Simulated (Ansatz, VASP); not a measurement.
Given: the input of a run of VASP 6.6.1 on Ge.

INCAR

```
SYSTEM = Ge
  PREC = Accurate
  ENCUT = 520
  EDIFF = 1E-6
  ISMEAR = -1
  SIGMA = 0.03
  LREAL = .FALSE.
  LASPH = .TRUE.
  NELM = 100
  ALGO = Normal
  ISIF = 2
  LWAVE = .FALSE.
  LCHARG = .FALSE.
  GGA = PE
  NBANDS = 21
```

Contents of KPOINTS:

```
Automatic mesh
0
G
  5 5 5
  0 0 0
```

POSCAR

```
Ge
1.0
    0.0000000000      2.8289100000      2.8289100000
    2.8289100000      0.0000000000      2.8289100000
    2.8289100000      2.8289100000      0.0000000000
Ge
2
Direct
    0.7500000000      0.7500000000      0.7500000000
    0.5000000000      0.5000000000      0.5000000000
```

Potentials or basis: VASP PAW PBE potentials, release 64 (Ge_d).

Command:

```console
$ cat potpaw_PBE.64/Ge_d/POTCAR > POTCAR
$ mpirun -np 1 vasp_std > vasp.out
```

Set up the same calculation for Ansatz 0.2.0. Potentials there: all-electron LAPW, scalar-relativistic.

As run (the cutoff follows the program's own potentials):

File input.yaml:

```yaml
crystal:
  lattice:
    - [0.0, 2.82891, 2.82891]
    - [2.82891, 0.0, 2.82891]
    - [2.82891, 2.82891, 0.0]
  atoms:
    - { symbol: Ge, position: [0.75, 0.75, 0.75] }
    - { symbol: Ge, position: [0.5, 0.5, 0.5] }
kpoints:
  mp_grid: { grid: [5, 5, 5] }
scf:
  occupations: { method: fermi_dirac, width: 0.03 }
hamiltonian:
  xc: pbe
  pseudopotentials: { kind: all_electron, lapw: { basis_error: 0.002 } }
output:
  forces: true
  stress: true
  eigenvalues: true
```

Potentials or basis: all-electron LAPW, scalar-relativistic.

Command:

```console
$ ansatz run input.yaml --threads 1 --pin off --max-ram 2560MiB --backend cpu --events-out ev --progress --plain --runs-dir out
```

Both were run:

|  | VASP | Ansatz | Ansatz less VASP |
| --- | --- | --- | --- |
| gap on the k mesh at the Fermi level (eV) | none | none | - |
| pressure (GPa) | 3.7 | 3.8 | +0.07 |

A gap of «none» marks a metal or a gap that the smearing closes. Ansatz ran all-electron here, and VASP with PAW potentials.

The k mesh is coarse, so the values compare programs but aren't converged.
